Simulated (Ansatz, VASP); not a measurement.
TaAlP2SO12: VASP beside Ansatz

File INCAR:

```
SYSTEM = TaAlP2SO12
  PREC = Accurate
  ENCUT = 520
  EDIFF = 1E-8
  ISMEAR = -1
  SIGMA = 0.02
  LREAL = .FALSE.
  LASPH = .TRUE.
  NELM = 120
  ALGO = Normal
  ISIF = 2
  LWAVE = .FALSE.
  LCHARG = .FALSE.
  GGA = PE
  LEFG = .TRUE.
  NBANDS = 125
  GGA_COMPAT = .FALSE.
```

File KPOINTS:

```
Automatic mesh
0
G
  3 3 3
  0 0 0
```

POSCAR

```
TaAlP2SO12
1.0
    7.4370492703     -4.2716971200      0.0000000000
    7.4370492703      4.2716971200      0.0000000000
   -4.9263750477      0.0000000000      7.3423511318
Ta Al P S O
2 2 4 2 24
Direct
    0.8493371800      0.3657412400      0.0782964800
    0.3657412400      0.8493371800      0.5782964800
    0.1406247700      0.6441865500      0.9333525800
    0.6441865500      0.1406247700      0.4333525800
    0.5206343900      0.4535466600      0.2443532200
    0.9580249800      0.7651750600      0.2448955000
    0.7651750600      0.9580249800      0.7448955000
    0.4535466600      0.5206343900      0.7443532200
    0.2614144500      0.0282042500      0.2470935100
    0.0282042500      0.2614144500      0.7470935100
    0.3514862500      0.4933605500      0.0798928900
    0.2334503900      0.8648644800      0.0860890300
    0.9941467200      0.7340839400      0.0790663000
    0.7340839400      0.9941467200      0.5790663000
    0.8648644800      0.2334503900      0.5860890300
    0.4933605500      0.3514862500      0.5798928900
    0.6358523100      0.5019921500      0.9170744400
    0.7830297400      0.1379689300      0.9168960000
    0.0102264200      0.2746156500      0.9126260700
    0.2746156500      0.0102264200      0.4126260700
    0.1379689300      0.7830297400      0.4168960000
    0.5019921500      0.6358523100      0.4170744400
    0.2844815400      0.5579090700      0.7842539000
    0.9357466000      0.7854263800      0.7819603400
    0.0572419900      0.4270479600      0.7742888900
    0.4270479600      0.0572419900      0.2742888900
    0.7854263800      0.9357466000      0.2819603400
    0.5579090700      0.2844815400      0.2842539000
    0.7059349700      0.4304301100      0.2245912400
    0.0902577000      0.2057657000      0.2253913100
    0.9374221800      0.5803685600      0.2198782700
    0.5803685600      0.9374221800      0.7198782700
    0.2057657000      0.0902577000      0.7253913100
    0.4304301100      0.7059349700      0.7245912400
```

Input for Ansatz:

```yaml
crystal:
  lattice:
    - [7.4370492703, -4.27169712, 0.0]
    - [7.4370492703, 4.27169712, 0.0]
    - [-4.9263750477, 0.0, 7.3423511318]
  atoms:
    - { symbol: Ta, position: [0.84933718, 0.36574124, 0.07829648] }
    - { symbol: Ta, position: [0.36574124, 0.84933718, 0.57829648] }
    - { symbol: Al, position: [0.14062477, 0.64418655, 0.93335258] }
    - { symbol: Al, position: [0.64418655, 0.14062477, 0.43335258] }
    - { symbol: P, position: [0.52063439, 0.45354666, 0.24435322] }
    - { symbol: P, position: [0.95802498, 0.76517506, 0.2448955] }
    - { symbol: P, position: [0.76517506, 0.95802498, 0.7448955] }
    - { symbol: P, position: [0.45354666, 0.52063439, 0.74435322] }
    - { symbol: S, position: [0.26141445, 0.02820425, 0.24709351] }
    - { symbol: S, position: [0.02820425, 0.26141445, 0.74709351] }
    - { symbol: O, position: [0.35148625, 0.49336055, 0.07989289] }
    - { symbol: O, position: [0.23345039, 0.86486448, 0.08608903] }
    - { symbol: O, position: [0.99414672, 0.73408394, 0.0790663] }
    - { symbol: O, position: [0.73408394, 0.99414672, 0.5790663] }
    - { symbol: O, position: [0.86486448, 0.23345039, 0.58608903] }
    - { symbol: O, position: [0.49336055, 0.35148625, 0.57989289] }
    - { symbol: O, position: [0.63585231, 0.50199215, 0.91707444] }
    - { symbol: O, position: [0.78302974, 0.13796893, 0.916896] }
    - { symbol: O, position: [0.01022642, 0.27461565, 0.91262607] }
    - { symbol: O, position: [0.27461565, 0.01022642, 0.41262607] }
    - { symbol: O, position: [0.13796893, 0.78302974, 0.416896] }
    - { symbol: O, position: [0.50199215, 0.63585231, 0.41707444] }
    - { symbol: O, position: [0.28448154, 0.55790907, 0.7842539] }
    - { symbol: O, position: [0.9357466, 0.78542638, 0.78196034] }
    - { symbol: O, position: [0.05724199, 0.42704796, 0.77428889] }
    - { symbol: O, position: [0.42704796, 0.05724199, 0.27428889] }
    - { symbol: O, position: [0.78542638, 0.9357466, 0.28196034] }
    - { symbol: O, position: [0.55790907, 0.28448154, 0.2842539] }
    - { symbol: O, position: [0.70593497, 0.43043011, 0.22459124] }
    - { symbol: O, position: [0.0902577, 0.2057657, 0.22539131] }
    - { symbol: O, position: [0.93742218, 0.58036856, 0.21987827] }
    - { symbol: O, position: [0.58036856, 0.93742218, 0.71987827] }
    - { symbol: O, position: [0.2057657, 0.0902577, 0.72539131] }
    - { symbol: O, position: [0.43043011, 0.70593497, 0.72459124] }
kpoints:
  mp_grid: { grid: [3, 3, 3] }
scf:
  occupations: { method: fermi_dirac, width: 0.02 }
hamiltonian:
  xc: pbe
  pseudopotentials: { kind: paw }
output:
  forces: true
  stress: true
  populations: true
  efg:
    quadrupole_moments_barn: { Ta: 3.17, Al: 0.1466, S: -0.0694, O: -0.02558 }
    contact_densities: true
```

Alike in both runs: task electric field gradients; functional PBE; k mesh 3 × 3 × 3; occupations fermi-dirac, width 0.02 eV; no spin polarisation.

|  | VASP | Ansatz |
| --- | --- | --- |
| version | VASP 6.6.1 | Ansatz 0.2.0 |
| potentials or method | VASP PAW PBE potentials, release 64 (Ta_pv, Al, P, S, O) | plane-wave PAW, scalar-relativistic |
| plane-wave cutoff (eV) | 520 | 420 |
| valence electrons in the cell | 204 | 208 |

VASP gave:

| Property | Result |
| --- | --- |
| gap on the k mesh at the Fermi level (eV) | 3.45 |
| pressure (GPa) | -0.1 |
| traceless stress, the component that is largest in VASP (GPa) | -0.07 |
| rms of the force components (eV/Å) | 0.060 |
| size of Vzz on the site where it differs most (V/Å²) | 154.2 |

Q: What did Ansatz give for the same quantities?

A: gap on the k mesh at the Fermi level (eV): 3.49; pressure (GPa): 0.7; traceless stress, the component that is largest in VASP (GPa): -0.05; rms of the force components (eV/Å): 0.131; size of Vzz on the site where it differs most (V/Å²): 175.5.

Atom by atom the forces differ by 0.096 eV/Å (rms over components). VASP's potentials hold 204 valence electrons a cell and Ansatz's 208, so a difference there can come from the potentials and not from the codes.

Spin-orbit coupling is off throughout.
